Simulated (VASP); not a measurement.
Write the native input for VASP 6.6.1 that does the following.

- Task: single point
- Functional: PBE
- Potentials or basis: VASP PAW PBE potentials, release 64 (Ag)
- Cutoff: 520 eV
- k mesh: 14 × 14 × 8
- Occupations: fermi-dirac, width 0.05 eV
- Spin: no spin polarisation
- Dipole correction: no
- Further INCAR settings: ALGO = Normal; EDIFF = 1e-06; NBANDS = 18

The structure of Ag lies in POSCAR:

```
Ag
1.0
    2.9299980804      0.0000000000      0.0000000000
   -1.4649990402      2.5374527707      0.0000000000
    0.0000000000      0.0000000000      4.7900000000
Ag
2
Direct
    0.3333333333      0.6666666667      0.2500000000
    0.6666666667      0.3333333333      0.7500000000
```

This isn't the form of Ag at room conditions, which is fcc.

One way to write it, as run:

INCAR

```
PREC = Accurate
ENCUT = 520
EDIFF = 1E-6
ISMEAR = -1
SIGMA = 0.05
LREAL = F
LASPH = T
NELM = 60
ALGO = Normal
ISIF = 2
LWAVE = F
LCHARG = F
GGA = PE
NBANDS = 18
```

KPOINTS

```
Automatic mesh
0
Gamma
  14 14 8
```

Potentials or basis: VASP PAW PBE potentials, release 64 (Ag).

Run with:

```console
$ cat potpaw_PBE.64/Ag/POTCAR > POTCAR
$ mpirun -np 1 vasp_std > vasp.out
```

It gave:

```json
{"Pressure": "0.4 GPa", "Band gap on the k mesh": "zero (bands 11 and 12 overlap by 6.96 eV)"}
```

Run time: 58 s on 1 thread of Intel Xeon 8259CL, on a shared host, peak memory 0.2 GiB.
